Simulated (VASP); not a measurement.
Crystal: Au.

```
CELL_PARAMETERS angstrom
0.00000 2.83943 2.83943
2.83943 0.00000 2.83943
2.83943 2.83943 0.00000
ATOMIC_POSITIONS crystal
Au 0.12500 0.12500 0.12500
Au 0.87500 0.87500 0.87500
```

This isn't the form of Au at room conditions, which is fcc.

* Program: VASP 6.6.1
* Task: relaxation of cell and atoms
* Functional: BLYP
* Potentials or basis: VASP PAW PBE potentials, release 64 (Au)
* Cutoff: 600 eV
* k mesh: 10 × 10 × 10
* Occupations: fermi-dirac, width 0.1 eV
* Spin: no spin polarisation

At the start: pressure 33.7 GPa; volume 22.89 Å³/atom.

Problem. How do energy, volume and symmetry change on relaxing?

Solution. Over 4 steps the energy falls by 639.8 meV/atom and the volume is 31.53 Å³/atom (+37.7 %); space group Fd-3m (No. 227, to 0.1 Å) before and after.

The path:
| step | energy change (eV) | largest force (eV/Å) | pressure (GPa) | volume (Å³) |
| --- | --- | --- | --- | --- |
| 1 | 0.0000 | 0.0000 | 33.74 | 45.78 |
| 2 | -0.7567 | 0.0000 | -5.30 | 85.74 |
| 3 | -1.2795 | 0.0000 | -0.23 | 63.45 |
| 4 | -1.2797 | 0.0000 | 0.03 | 63.06 |

Final structure:
```yaml
crystal:
  lattice:
    - [0.00000, 3.15920, 3.15920]
    - [3.15920, 0.00000, 3.15920]
    - [3.15920, 3.15920, 0.00000]
  atoms:
    - { symbol: Au, position: [0.12500, 0.12500, 0.12500] }
    - { symbol: Au, position: [0.87500, 0.87500, 0.87500] }
```

Caveat: the volume moved by over 15 % at a fixed basis, so the end points are rough; the PAW data sets were made with another functional, which shifts forces and pressure a little.
